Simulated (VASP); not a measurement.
Set up this calculation in VASP 6.6.1, as the native input.

- Task: single point
- Functional: PBE
- Potentials or basis: VASP PAW PBE potentials, release 64 (Mg, Zn, Te, S)
- Cutoff: 520 eV
- k mesh: 4 × 4 × 2
- Occupations: gaussian, width 0.1 eV
- Spin: no spin polarisation
- Dipole correction: no
- Further INCAR settings: ALGO = Normal; EDIFF = 1e-06; NBANDS = 31

The structure of MgZn2TeS2 lies in POSCAR:

```
MgZn2TeS2
1.0
    3.9672948400      0.0000000000      0.0000000000
    0.0000000000      4.4018560700      0.0000000000
    0.0000000000      0.0000000000      7.5749869500
Mg Zn Te S
1 2 1 2
Direct
    0.5000000000      0.5000000000      0.5000000000
    0.0000000000      0.0000000000      0.7470539800
    0.0000000000      0.0000000000      0.2529460200
    0.5000000000      0.5000000000      0.0000000000
    0.5000000000      0.0000000000      0.5000000000
    0.0000000000      0.5000000000      0.0000000000
```

The cell was generated, and may not be a known phase.

These files were run (other wordings do the same):

INCAR

```
ALGO = Normal
EDIFF = 1E-6
ENCUT = 520
GGA = PE
ISIF = 2
ISMEAR = 0
LASPH = T
LCHARG = F
LREAL = F
LWAVE = F
NBANDS = 31
NELM = 60
PREC = Accurate
SIGMA = 0.1
```

KPOINTS

```
k-points
0
Gamma
  4 4 2
```

Potentials or basis: VASP PAW PBE potentials, release 64 (Mg, Zn, Te, S).

The run is started by

```console
$ cat potpaw_PBE.64/Mg/POTCAR potpaw_PBE.64/Zn/POTCAR potpaw_PBE.64/Te/POTCAR potpaw_PBE.64/S/POTCAR > POTCAR
$ mpirun -np 1 vasp_std > vasp.out
```

It gave:

```
Pressure               : 26.2 GPa
Largest force          : 0.076 eV/Å
Band gap on the k mesh : zero (bands 22 and 23 overlap by 1.56 eV)
```

Caveat: the k points lie up to 0.41 Å⁻¹ apart, too coarse for converged energies and pressures of a metal; spin-orbit coupling is left out, which moves the levels of the heavy elements.

Wall time 35 s on 1 thread of AMD EPYC 9R45 96-Core Processor (Zen 5), on a shared host, peak memory 0.25 GiB.
